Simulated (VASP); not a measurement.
GdO, 2 atoms in the cell. The structure is cubic, space group F-43m (No. 216). Conventional cell: a = 5.400 Å, b = 5.400 Å, c = 5.400 Å, α = 90.00°, β = 90.00°, γ = 90.00°. Gd (site symmetry -43m) has 4 O at 2.34 Å within 3.1 Å. O (site symmetry -43m) has 4 Gd at 2.34 Å within 3.1 Å. 

```yaml
Program: VASP 6.6.1
Task: single point
Functional: LDA
Potentials_or_basis: VASP PAW PBE potentials, release 64 (Gd, O)
Cutoff: 520 eV
k_mesh: 9 × 9 × 9
Occupations: fermi-dirac, width 0.1 eV
Spin: collinear spin, ferromagnetic start
Starting_moments: "[9.1, 0.0] μB"
Hubbard_terms: Gd f U = 5.0 eV
Dipole_correction: no
Further_INCAR_settings: ALGO = Normal; EDIFF = 1e-07; NBANDS = 23
```

Potentials or basis: VASP PAW PBE potentials, release 64 (Gd, O).

The run is started by

```console
$ cat potpaw_PBE.64/Gd/POTCAR potpaw_PBE.64/O/POTCAR > POTCAR
$ mpirun -np 1 vasp_std > vasp.out
```

Hardware: 1 thread of AMD EPYC 9R45 96-Core Processor (Zen 5) (shared host).

Q: How long does it take, and how much memory?

A: It took 60 s on 1 thread of AMD EPYC 9R45 96-Core Processor (Zen 5) (shared host), peak memory 0.16 GiB. Counts: scf iterations 17, k points 35.
